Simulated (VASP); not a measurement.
# CaY (C2/m) in VASP: a series of runs

Runs on CaY. Level: LDA. Tasks: single point.

Program: VASP 6.6.1. These are calculated values, not measurements. Logs are shortened: lines on timing, memory, paths and dates and some standing lists are left out, and cuts for length are marked.

## (1) The cell of the first run

The structure is monoclinic, space group C2/m (No. 12). Conventional cell: a = 3.953 Å, b = 5.866 Å, c = 6.176 Å, α = 90.00°, β = 90.28°, γ = 90.00°. Within 4.6 Å of Ca (site symmetry 2/m) lie 6 Ca at 3.54 to 3.95 Å and 8 Y at 3.66 to 4.26 Å. Within 4.6 Å of Y (site symmetry 2/m) lie 6 Y at 3.54 to 3.95 Å and 8 Ca at 3.66 to 4.26 Å.

## (2) Single point, LDA, collinear spin

The input, INCAR:

```
PREC = Accurate
ENCUT = 520
EDIFF = 1E-6
ISMEAR = -1
SIGMA = 0.1
LREAL = F
LASPH = T
NELM = 150
ALGO = Normal
ISIF = 2
LWAVE = F
LCHARG = F
ISPIN = 2
MAGMOM = 0 0.9
LORBIT = 11
NUPDOWN = 0.9
LMAXMIX = 4
GGA = CA
NBANDS = 22
```

The input, KPOINTS:

```
regular mesh
0
Gamma
  9 9 5
```

The input, POSCAR:

```
CaY
1.0
    1.9766574348     -2.9332380000      0.0000000000
    1.9766574348      2.9332380000      0.0000000000
   -0.0302115573      0.0000000000      6.1761332710
Ca Y
1 1
Direct
    0.0000000000      0.0000000000      0.0000000000
    0.5000000000      0.5000000000      0.5000000000
```

Potentials or basis: VASP PAW LDA potentials, release 64 (Ca_sv, Y_sv).

Run with:

```
$ cat potpaw_LDA.64/Ca_sv/POTCAR potpaw_LDA.64/Y_sv/POTCAR > POTCAR
$ mpirun -np 1 vasp_std > vasp.out
```

OUTCAR:

```text
PREC = Accurate
   ENCUT = 520
   EDIFF = 1E-6
   ISMEAR = -1
   LREAL = F
   LASPH = T
   NELM = 150
   ISIF = 2
   ISPIN = 2
   LORBIT = 11
   NUPDOWN = 0.9
   GGA = CA

 ion  position               nearest neighbor table
   1  0.000  0.000  0.000-   2 3.66   2 3.66   2 3.67   2 3.67
   2  0.500  0.500  0.500-   1 3.66   1 3.66   1 3.67   1 3.67

  LATTYP: Found a base centered monoclinic cell.
 ALAT       =     3.9533148696
 B/A-ratio  =     1.4839384652
 C/A-ratio  =     1.5622856683
 COS(beta)  =    -0.0048916036

  Lattice vectors:

 A1 = (   1.9766574348,  -2.9332380000,   0.0000000000)
 A2 = (   1.9766574348,   2.9332380000,   0.0000000000)
 A3 = (  -0.0302115573,   0.0000000000,   6.1761332710)

Analysis of symmetry for initial positions (statically):
=====================================================================
 Subroutine PRICEL returns:
 Original cell was already a primitive cell.

 Routine SETGRP: Setting up the symmetry group for a
 base centered monoclinic supercell.

 Subroutine GETGRP returns: Found  4 space group operations
 (whereof  4 operations were pure point group operations)
 out of a pool of  4 trial point group operations.

The static configuration has the point symmetry C_2h.

Analysis of symmetry for dynamics (positions and initial velocities):
=====================================================================
 Subroutine PRICEL returns:
 Original cell was already a primitive cell.

 Routine SETGRP: Setting up the symmetry group for a
 base centered monoclinic supercell.

 Subroutine GETGRP returns: Found  4 space group operations
 (whereof  4 operations were pure point group operations)
 out of a pool of  4 trial point group operations.

The dynamic configuration has the point symmetry C_2h.

Analysis of structural, dynamic, and magnetic symmetry:
=====================================================================
 Subroutine PRICEL returns:
 Original cell was already a primitive cell.

 Routine SETGRP: Setting up the symmetry group for a
 base centered monoclinic supercell.

 Subroutine GETGRP returns: Found  4 space group operations
 (whereof  4 operations were pure point group operations)
 out of a pool of  4 trial point group operations.

The overall configuration has the point symmetry C_2h.

 Subroutine INISYM returns: Found  4 space group operations
 (whereof  4 operations are pure point group operations),
 and found     1 'primitive' translations

----------------------------------------------------------------------------------------

                                     Primitive cell

  volume of cell :      71.6185

  direct lattice vectors                    reciprocal lattice vectors
     1.976657435 -2.933238000  0.000000000     0.252952278 -0.170460085  0.001237357
     1.976657435  2.933238000  0.000000000     0.252952278  0.170460085  0.001237357
    -0.030211557  0.000000000  6.176133271     0.000000000  0.000000000  0.161913605

  length of vectors
     3.537097649  3.537097649  6.176207163     0.305029550  0.305029550  0.161913605

  position of ions in fractional coordinates (direct lattice)
     0.000000000  0.000000000  0.000000000
     0.500000000  0.500000000  0.500000000

  ion indices of the primitive-cell ions
   primitive index   ion index
                 1           1
                 2           2

----------------------------------------------------------------------------------------

 KPOINTS: regular mesh

Automatic generation of k-mesh.
 Grid dimensions read from file:
 generate k-points for:    9    9    5

 Generating k-lattice:

  Cartesian coordinates                     Fractional coordinates (reciprocal lattice)
     0.028105809 -0.018940009  0.000137484     0.111111111  0.000000000  0.000000000
     0.028105809  0.018940009  0.000137484     0.000000000  0.111111111  0.000000000
     0.000000000  0.000000000  0.032382721     0.000000000  0.000000000  0.200000000

  Length of vectors
     0.033892172  0.033892172  0.032382721

  Shift w.r.t. Gamma in fractional coordinates (k-lattice)
     0.000000000  0.000000000  0.000000000

 Subroutine IBZKPT returns following result:
 ===========================================

 Found    115 irreducible k-points:

 Following reciprocal coordinates:
            Coordinates               Weight
  0.000000  0.000000  0.000000      1.000000
  0.111111  0.000000  0.000000      4.000000
  0.222222  0.000000  0.000000      4.000000
  0.333333 -0.000000  0.000000      4.000000
  0.444444  0.000000  0.000000      4.000000
  0.111111  0.111111  0.000000      2.000000
[... 16 lines left out ...]
 -0.333333  0.333333  0.000000      2.000000
  0.444444  0.444444  0.000000      2.000000
 [... further k-points ...]
   k-points           NKPTS =    115   k-points in BZ     NKDIM =    115   number of bands    NBANDS=     22
   number of dos      NEDOS =    301   number of ions     NIONS =      2
   total plane-waves  NPLWV =  37632
   dimension x,y,z NGX =    28 NGY =   28 NGZ =   48
   dimension x,y,z NGXF=    56 NGYF=   56 NGZF=   96
   ions per type =               1   1
   NGX,Y,Z   is equivalent  to a cutoff of  13.16, 13.16, 12.92 a.u.
   NGXF,Y,Z  is equivalent  to a cutoff of  26.32, 26.32, 25.84 a.u.
 SYSTEM =  unknown system
   PREC   = accura    normal or accurate (medium, high low for compatibility)
   ISTART =      0    job   : 0-new  1-cont  2-samecut
   ICHARG =      2    charge: 1-file 2-atom 10-const
   ISPIN  =      2    spin polarized calculation?
   LNONCOLLINEAR =      F non collinear calculations
   LSORBIT =      F    spin-orbit coupling
   LASPH  =      T    aspherical Exc in radial PAW
   ENCUT  =  520.0 eV  38.22 Ry    6.18 a.u.   6.58  6.58 11.48*2*pi/ulx,y,z
   NELM   =    150;   NELMIN=  2; NELMDL= -5     # of ELM steps
   EDIFF  = 0.1E-05   stopping-criterion for ELM
   LREAL  =      F    real-space projection
   EDIFFG = 0.1E-04   stopping-criterion for IOM
   NSW    =      0    number of steps for IOM
   IBRION =     -1    ionic relax: 0-MD 1-quasi-New 2-CG
   NFREE  =      0    steps in history (QN), initial steepest desc. (CG)
   ISIF   =      2    stress and relaxation
   ISYM   =      2    0-nonsym 1-usesym 2-fastsym
   POTIM  = 0.5000    time-step for ionic-motion
   TEBEG  =    0.0;   TEEND  =   0.0 temperature during run
   PSTRESS=    0.0 pullay stress
   NELECT =      21.0000    total number of electrons
   NUPDOWN=       0.9000    fix difference up-down
   EMIN   =  10.00;   EMAX   =-10.00  energy-range for DOS
   EFERMI =   0.00;   METHOD = LEGACY
   ISMEAR =    -1;   SIGMA  =   0.10  broadening in eV -4-tet -1-fermi 0-gaus
   EFERMI_NEDOS =   21; number of points for ismear=-14 and -15
   IALGO  =     38    algorithm
   IMIX   =      4    mixing-type and parameters
     AMIX     =   0.40;   BMIX     =  1.00
     AMIX_MAG =   1.60;   BMIX_MAG =  1.00
  volume/ion in A,a.u.               =      35.81       241.65
  Fermi-wavevector in a.u.,A,eV,Ry     =   1.087609  2.055283 16.094242  1.182893
  Thomas-Fermi vector in A             =   2.223772
   LORBIT       =     11    0 simple, 1 ext, 2 COOP (PROOUT), +10 PAW based schemes
   GGA     = CA    functional components
   LHFCALC =     F    Hartree Fock is set to
   AEXX    =    0.0000 exact exchange contribution
   IVDW    =     0    specifies the selected vdW correction
   LEPSILON=     F    determine dielectric tensor
   LRPA    =     F    only Hartree local field effects (RPA)
 spin polarized calculation
  energy-cutoff  :      520.00
  volume of cell :       71.62
 maximum number of plane-waves:      1963
   NGX = 13   NGY = 13   NGZ = 23

 number of electron      21.0000001 magnetization       0.9000000

 Free energy of the ion-electron system (eV)
  ---------------------------------------------------
  ext. energy  EPLUGINS =         0.00000000
  ---------------------------------------------------
  free energy    TOTEN  =        -8.82718101 eV

  energy without entropy =       -8.71376329  energy(sigma->0) =       -8.77047215

 E-fermi :   2.3042     XC(G=0):  -8.9069

 val. band max:        2.5581199904   @ k =   0.3333   0.2222   0.2000
 cond. band min:       2.3054279447   @ k =  -0.4444   0.1111  -0.0000
 fundamental gap:     -0.2526920456
 Fermi energy:         2.5586759091

 spin component 1

 k-point     1 :       0.0000    0.0000    0.0000
  band No.  band energies     occupation
      1     -40.4476      1.00000
      2     -38.5836      1.00000
      3     -20.6146      1.00000
      4     -20.3778      1.00000
      5     -20.3137      1.00000
      6     -19.8397      1.00000
[... 14 lines left out ...]
     21       8.6716      0.00000
     22      10.9070      0.00000
[... 552 lines left out ...]
  band No.  band energies     occupation
      1     -40.3969      1.00000
      2     -38.5479      1.00000
      3     -20.7401      1.00000
      4     -20.5465      1.00000
      5     -20.5272      1.00000
      6     -20.0311      1.00000
[... 14 lines left out ...]
     21       7.9502      0.00000
     22       8.3225      0.00000

 [... further k-points ...]

 spin component 2

 k-point     1 :       0.0000    0.0000    0.0000
  band No.  band energies     occupation
      1     -40.3047      1.00000
      2     -38.5253      1.00000
      3     -20.4509      1.00000
      4     -20.2064      1.00000
      5     -20.1411      1.00000
      6     -19.7667      1.00000
[... 14 lines left out ...]
     21       8.8529      0.00000
     22      11.2643      0.00000
[... 552 lines left out ...]
  band No.  band energies     occupation
      1     -40.2551      1.00000
      2     -38.4899      1.00000
      3     -20.5577      1.00000
      4     -20.3715      1.00000
      5     -20.3636      1.00000
      6     -19.9703      1.00000
[... 14 lines left out ...]
     21       8.1748      0.00000
     22       8.5741      0.00000

 [... further k-points ...]

------------------------ aborting loop because EDIFF is reached ----------------------------------------

  FORCE on cell =-STRESS in cart. coord.  units (eV):
  Direction    XX          YY          ZZ          XY          YZ          ZX
  --------------------------------------------------------------------------------------
  -------------------------------------------------------------------------------------
  Total       -1.0151724     -0.7170603     -1.2432611      0.0000000      0.0000000      0.0408318
  in kB      -22.7104119    -16.0413499    -27.8129813      0.0000000      0.0000000      0.9134487
  external PRESSURE =     -22.1882477 kB  Pullay stress =       0.0000000 kB

 VOLUME and BASIS-vectors are now :
 -----------------------------------------------------------------------------
  energy-cutoff  :      520.00
  volume of cell :       71.62
      direct lattice vectors                 reciprocal lattice vectors
     1.976657435 -2.933238000  0.000000000     0.252952278 -0.170460085  0.001237357
     1.976657435  2.933238000  0.000000000     0.252952278  0.170460085  0.001237357
    -0.030211557  0.000000000  6.176133271     0.000000000  0.000000000  0.161913605

 POSITION                                       TOTAL-FORCE (eV/Angst)
 -----------------------------------------------------------------------------------
      0.00000      0.00000      0.00000         0.000000      0.000000      0.000000
      1.96155      0.00000      3.08807        -0.000000      0.000000      0.000000
 -----------------------------------------------------------------------------------
    total drift:                                0.000000      0.000000      0.000000

  FREE ENERGIE OF THE ION-ELECTRON SYSTEM (eV)
  ---------------------------------------------------
  free  energy   TOTEN  =        -8.8271810057 eV

  energy  without entropy=       -8.7137632852  energy(sigma->0) =       -8.77047215

 total charge

# of ion       s       p       d       f       tot
--------------------------------------------------
    1        2.090   5.826   0.218   0.000   8.134
    2        2.284   6.179   0.885   0.004   9.352
--------------------------------------------------
tot          4.374  12.005   1.103   0.004  17.486

 magnetization (x)

# of ion       s       p       d       f       tot
--------------------------------------------------
    1        0.001   0.015   0.053   0.000   0.068
    2        0.004   0.087   0.278   0.002   0.371
--------------------------------------------------
tot          0.005   0.102   0.330   0.002   0.439
```

Wall time 8.5 min (1 thread of Oxide Virtual Turin-like, shared host); peak memory 0.37 GiB.

What came out:

* Free energy: -8.8272 eV
* Pressure: -2.2 GPa
* Net moment: 0.90 μB per cell
* Site moments: Ca +0.07; Y +0.37 μB
* Valence electrons inside the program's atomic spheres: Ca 8.13; Y 9.35

Stress tensor (GPa, compression positive):
```
-2.27  0.00  0.09
 0.00 -1.60  0.00
 0.09  0.00 -2.78
```

Caveat: the total moment is fixed, so each spin has its own Fermi level.

## (3) Single point, LDA, collinear spin

The input, INCAR:

```
SYSTEM = CaY
PREC = Accurate ; ENCUT = 520
EDIFF = 1E-7 ; ISMEAR = -1
SIGMA = 0.1 ; LREAL = .False.
LASPH = .True. ; NELM = 150
ALGO = Normal ; ISIF = 2
LWAVE = .False. ; LCHARG = .True.
ISPIN = 2 ; MAGMOM = 0 0.9
LORBIT = 11 ; NUPDOWN = 0.9
LMAXMIX = 4 ; GGA = CA
LELF = .True. ; LVHAR = .True.
NBANDS = 22
```

The input, KPOINTS:

```
regular mesh
0
Gamma
  9 9 5
  0 0 0
```

POSCAR is that of step 2.

Potentials or basis: VASP PAW LDA potentials, release 64 (Ca_sv, Y_sv).

Run with:

```
$ cat potpaw_LDA.64/Ca_sv/POTCAR potpaw_LDA.64/Y_sv/POTCAR > POTCAR
$ mpirun -np 1 vasp_std > vasp.out
```

Wall time 7.1 min (1 thread of Oxide Virtual Turin-like, shared host); peak memory 0.37 GiB.

It converged, with:

| Item | Value |
| --- | --- |
| Free energy | -8.8272 eV |
| Pressure | -2.2 GPa |
| Net moment | 0.90 μB per cell |
| Site moments | Ca +0.07; Y +0.37 μB |
| Valence electrons inside the program's atomic spheres | Ca 8.13; Y 9.35 |

Stress tensor (GPa, compression positive):
```
-2.27  0.00  0.09
 0.00 -1.60  0.00
 0.09  0.00 -2.78
```

Caveat: the total moment is fixed, so each spin has its own Fermi level.
